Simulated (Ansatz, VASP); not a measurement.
## Two plane-wave programs on Au

INCAR

```
PREC = Accurate ; ENCUT = 520
EDIFF = 1E-6 ; ISMEAR = -1
SIGMA = 0.1 ; LREAL = F
LASPH = T ; NELM = 80
ALGO = Normal ; ISIF = 2
LWAVE = F ; LCHARG = T
GGA = RE ; LELF = T
LVHAR = T ; NBANDS = 30
```

KPOINTS

```
Automatic mesh
0
Gamma
  14 14 4
```

Contents of POSCAR:

```
Au
1.0
    2.8146436042      0.0000000000      0.0000000000
   -1.4073218021      2.4375528638      0.0000000000
    0.0000000000      0.0000000000      9.4197891353
Au
4
Direct
    0.0000000000      1.0000000000      1.0000000000
    0.0000000000      1.0000000000      0.5000000000
    0.3333333333      0.6666666667      0.2500000000
    0.6666666667      0.3333333333      0.7500000000
```

Input for Ansatz:

```yaml
crystal:
  lattice:
    - [2.8146436042, 0.0, 0.0]
    - [-1.4073218021, 2.4375528638, 0.0]
    - [0.0, 0.0, 9.4197891353]
  atoms:
    - { symbol: Au, position: [0.0, 1.0, 1.0] }
    - { symbol: Au, position: [0.0, 1.0, 0.5] }
    - { symbol: Au, position: [0.3333333333, 0.6666666667, 0.25] }
    - { symbol: Au, position: [0.6666666667, 0.3333333333, 0.75] }
hamiltonian:
  xc: revpbe
  pseudopotentials:
    kind: paw
    azcp:
      Au: "pseudopotentials/Au.paw.azcp"
basis:
  ecutwfc: 420
  fft_grid_basis: typed
kpoints:
  mp_grid: { grid: [14, 14, 4], shift: [0, 0, 0] }
magnetization:
  spin_polarized: false
scf:
  occupations: { method: fermi_dirac, width: 0.1 }
  lower_state_search: "off"
output:
  stress: true
```

Alike in both runs: task single point; functional revPBE; k mesh 14 × 14 × 4; occupations fermi-dirac, width 0.1 eV; no spin polarisation.

```csv
,VASP,Ansatz
version,VASP 6.6.1,Ansatz 0.2.0
potentials or method,"VASP PAW PBE potentials, release 64 (Au), cutoff 520 eV","plane waves (420 eV) with PAW, scalar-relativistic"
valence electrons in the cell,44,76
```

Ansatz gave:

* pressure (GPa): 23.5
* traceless stress, the component that is largest in VASP (GPa): -1.37

Problem. What did VASP give for the same quantities?

Solution. Pressure (GPa): 23.1; traceless stress, the component that is largest in VASP (GPa): -1.37.

VASP's potentials were made for PBE, not for revPBE. VASP's potentials hold 44 valence electrons a cell and Ansatz's 76, so a difference there can come from the potentials and not from the codes.

Neither program's run includes spin-orbit coupling.
